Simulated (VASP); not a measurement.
# Ge (P6_3/mmc) in VASP: single point with r2SCAN0

Aim: the single point of Ge with r2SCAN0.

All numbers are computed with VASP 6.6.1; they aren't measurements. Logs are shortened: lines on timing, memory, paths and dates and some standing lists are left out, and cuts for length are marked.

**1. The cell of the first run**

Symmetry: P6_3/mmc, No. 194, hexagonal system. The conventional cell has a = 3.035 Å, b = 3.035 Å, c = 4.701 Å, α = 90.00°, β = 90.00°, γ = 120.00°. Within 3.9 Å of Ge (site symmetry -6m2) lie 12 Ge at 2.93 to 3.04 Å.

This isn't the form of Ge at room conditions, which is diamond.

**2. Single point, r2SCAN0**

POSCAR

```
Ge
1.0
    3.0351006350      0.0000000000      0.0000000000
   -1.5175503175      2.6284742529      0.0000000000
    0.0000000000      0.0000000000      4.7007543998
Ge
2
Direct
    0.3333333333      0.6666666667      0.2500000000
    0.6666666667      0.3333333333      0.7500000000
```

INCAR.step1

```
SYSTEM = Ge
ALGO = Normal
EDIFF = 1E-5
ENCUT = 520
GGA = PE
ISIF = 2
ISMEAR = -1
LASPH = .TRUE.
LREAL = .FALSE.
LWAVE = .TRUE.
NBANDS = 21
NELM = 80
PREC = Accurate
SIGMA = 0.1
```

INCAR.step2

```
SYSTEM = Ge
AEXX = 0.25
ALGO = Normal
EDIFF = 1E-6
ENCUT = 520
ISIF = 2
ISMEAR = -1
ISTART = 1
LASPH = .TRUE.
LCHARG = .TRUE.
LELF = .TRUE.
LHFCALC = .TRUE.
LMIXTAU = .TRUE.
LREAL = .FALSE.
LVHAR = .TRUE.
LWAVE = .FALSE.
METAGGA = R2SCAN
NBANDS = 21
NELM = 80
PREC = Accurate
PRECFOCK = Normal
SIGMA = 0.1
```

KPOINTS

```
k-points
0
G
  6 6 4
  0 0 0
```

Potentials or basis: VASP PAW PBE potentials, release 64 (Ge_d).

Launch:

```
> cat potpaw_PBE.64/Ge_d/POTCAR > POTCAR
> cp INCAR.step1 INCAR
> mpirun -np 1 vasp_std > vasp.out
> cp INCAR.step2 INCAR
> mpirun -np 1 vasp_std > vasp.out
```

OUTCAR:

```text
SYSTEM = Ge
   AEXX = 0.25
   EDIFF = 1E-6
   ENCUT = 520
   ISIF = 2
   ISMEAR = -1
   ISTART = 1
   LASPH = .TRUE.
   LHFCALC = .TRUE.
   LREAL = .FALSE.
   METAGGA = R2SCAN
   NELM = 80
   PREC = Accurate
   PRECFOCK = Normal

 ion  position               nearest neighbor table
   1  0.333  0.667  0.250-
   2  0.667  0.333  0.750-

  LATTYP: Found a hexagonal cell.
 ALAT       =     3.0351006350
 C/A-ratio  =     1.5487968819

  Lattice vectors:

 A1 = (   3.0351006350,   0.0000000000,   0.0000000000)
 A2 = (  -1.5175503175,   2.6284742529,   0.0000000000)
 A3 = (   0.0000000000,   0.0000000000,   4.7007543998)

Analysis of symmetry for initial positions (statically):
=====================================================================
 Subroutine PRICEL returns:
 Original cell was already a primitive cell.

 Routine SETGRP: Setting up the symmetry group for a
 hexagonal supercell.

 Subroutine GETGRP returns: Found 24 space group operations
 (whereof 12 operations were pure point group operations)
 out of a pool of 24 trial point group operations.

The static configuration has the point symmetry D_3d.
 The point group associated with its full space group is D_6h.

Analysis of symmetry for dynamics (positions and initial velocities):
=====================================================================
 Subroutine PRICEL returns:
 Original cell was already a primitive cell.

 Routine SETGRP: Setting up the symmetry group for a
 hexagonal supercell.

 Subroutine GETGRP returns: Found 24 space group operations
 (whereof 12 operations were pure point group operations)
 out of a pool of 24 trial point group operations.

The dynamic configuration has the point symmetry D_3d.
 The point group associated with its full space group is D_6h.

 Subroutine INISYM returns: Found 24 space group operations
 (whereof 12 operations are pure point group operations),
 and found     1 'primitive' translations

----------------------------------------------------------------------------------------

                                     Primitive cell

  volume of cell :      37.5011

  direct lattice vectors                    reciprocal lattice vectors
     3.035100635  0.000000000  0.000000000     0.329478367  0.190224424  0.000000000
    -1.517550318  2.628474253  0.000000000     0.000000000  0.380448847  0.000000000
[... 83 lines left out ...]
   EDIFFG = 0.1E-04   stopping-criterion for IOM
   NSW    =      0    number of steps for IOM
   IBRION =     -1    ionic relax: 0-MD 1-quasi-New 2-CG
   NFREE  =      0    steps in history (QN), initial steepest desc. (CG)
   ISIF   =      2    stress and relaxation
   ISYM   =      3    0-nonsym 1-usesym 2-fastsym
   POTIM  = 0.5000    time-step for ionic-motion
   TEBEG  =    0.0;   TEEND  =   0.0 temperature during run
   PSTRESS=    0.0 pullay stress
   NELECT =      28.0000    total number of electrons
   NUPDOWN=      -1.0000    fix difference up-down
   EMIN   =  10.00;   EMAX   =-10.00  energy-range for DOS
   EFERMI =   0.00;   METHOD = LEGACY
   ISMEAR =    -1;   SIGMA  =   0.10  broadening in eV -4-tet -1-fermi 0-gaus
   EFERMI_NEDOS =   21; number of points for ismear=-14 and -15
   IALGO  =     38    algorithm
   IMIX   =      1    mixing-type and parameters
     AMIX     =   0.40;   BMIX     =  1.00
     AMIX_MAG =   1.60;   BMIX_MAG =  1.00
  volume/ion in A,a.u.               =      18.75       126.54
  Fermi-wavevector in a.u.,A,eV,Ry     =   1.485181  2.806585 30.011222  2.205763
  Thomas-Fermi vector in A             =   2.598625
   LORBIT       =      0    0 simple, 1 ext, 2 COOP (PROOUT), +10 PAW based schemes
   METAGGA = R2SCAN    functional components
   LHFCALC =     T    Hartree Fock is set to
   PRECFOCK=normal    Normal, Fast or Accurate (Low or Medium for compatibility)
   ENCUT4O =  -1.0   cutoff for four orbital integrals eV
   NKREDX  =     1    reduce k-point grid by
   NKREDY  =     1    reduce k-point grid by
   NKREDZ  =     1    reduce k-point grid by
   AEXX    =    0.2500 exact exchange contribution
   HFSCREEN=    0.0000 screening length (either q_TF or 0.3 A-1)
   HFSCREENC=   0.0000 screening length for correlation (either q_TF or 0.3 A-1)
   ENCUTFOCK=  -1.0 apply spherical cutoff to Coloumb kernel
   IVDW    =     0    specifies the selected vdW correction
   LEPSILON=     F    determine dielectric tensor
   LRPA    =     F    only Hartree local field effects (RPA)
 non-spin polarized calculation
  energy-cutoff  :      520.00
  volume of cell :       37.50
 maximum number of plane-waves:      1026
 NGX is ok and might be reduce to    24
  NGX = 18; NGY = 18; NGZ = 28

 number of electron      28.0000024 magnetization

 Free energy of the ion-electron system (eV)
  ---------------------------------------------------
  ext. energy  EPLUGINS =         0.00000000
  ---------------------------------------------------
  free energy    TOTEN  =       -24.65893940 eV

  energy without entropy =      -24.64523188  energy(sigma->0) =      -24.65208564

 E-fermi :   6.9945     XC(G=0):  -9.7264

 val. band max:        6.6140964719   @ k =   0.3333   0.3333   0.0000
 cond. band min:       6.9946489690   @ k =   0.1667   0.1667   0.2500
 fundamental gap:      0.3805524971
 Fermi energy:         6.9945255870

 k-point     1 :       0.0000    0.0000    0.0000
  band No.  band energies     occupation
      1     -22.4223      2.00000
      2     -22.4166      2.00000
      3     -22.4166      2.00000
      4     -22.4073      2.00000
      5     -22.4072      2.00000
      6     -22.4041      2.00000
[... 493 lines left out ...]
     20      19.9981      0.00000
     21      20.5521      0.00000

------------------------ aborting loop because EDIFF is reached ----------------------------------------

  FORCE on cell =-STRESS in cart. coord.  units (eV):
  Direction    XX          YY          ZZ          XY          YZ          ZX
  --------------------------------------------------------------------------------------
  -------------------------------------------------------------------------------------
  Total       -1.2995509     -1.2995509      0.8789085      0.0000000     -0.0000000     -0.0000000
  in kB      -55.5212828    -55.5212828     37.5499937      0.0000000     -0.0000000     -0.0000000
  external PRESSURE =     -24.4975240 kB  Pullay stress =       0.0000000 kB

 VOLUME and BASIS-vectors are now :
 -----------------------------------------------------------------------------
  energy-cutoff  :      520.00
  volume of cell :       37.50
      direct lattice vectors                 reciprocal lattice vectors
     3.035100635  0.000000000  0.000000000     0.329478367  0.190224424  0.000000000
    -1.517550318  2.628474253  0.000000000     0.000000000  0.380448847  0.000000000
     0.000000000  0.000000000  4.700754400     0.000000000  0.000000000  0.212731812

 POSITION                                       TOTAL-FORCE (eV/Angst)
 -----------------------------------------------------------------------------------
     -0.00000      1.75232      1.17519         0.000000     -0.000000     -0.000000
      1.51755      0.87616      3.52557        -0.000000      0.000000      0.000000
 -----------------------------------------------------------------------------------
    total drift:                               -0.000000     -0.000000      0.000000

  FREE ENERGIE OF THE ION-ELECTRON SYSTEM (eV)
  ---------------------------------------------------
  free  energy   TOTEN  =       -24.6589394043 eV

  energy  without entropy=      -24.6452318806  energy(sigma->0) =      -24.65208564
```

OUTCAR.step1:

```text
SYSTEM = Ge
   EDIFF = 1E-5
   ENCUT = 520
   GGA = PE
   ISIF = 2
   ISMEAR = -1
   LASPH = .TRUE.
[... 722 lines left out ...]
     -0.00000      1.75232      1.17519        -0.000000     -0.000000      0.000000
      1.51755      0.87616      3.52557         0.000000      0.000000      0.000000
 -----------------------------------------------------------------------------------
    total drift:                               -0.000000      0.000000      0.000000

  FREE ENERGIE OF THE ION-ELECTRON SYSTEM (eV)
  ---------------------------------------------------
  free  energy   TOTEN  =        -8.3178315015 eV

  energy  without entropy=       -8.2751997316  energy(sigma->0) =       -8.29651562
```

Run time: 45 min. Hardware: 1 thread of Intel Xeon 6975P-C (Granite Rapids), shared host; peak memory 0.18 GiB.

What came out:

```yaml
Free_energy: -24.6589 eV
Pressure: -2.4 GPa
Band_gap_on_the_k_mesh: zero (bands 14 and 15 overlap by 11.02 eV)
```

Caveat: the k points lie up to 0.40 Å⁻¹ apart, too coarse for converged energies and pressures of a metal; the PAW data sets were made with another functional, which shifts forces and pressure a little.
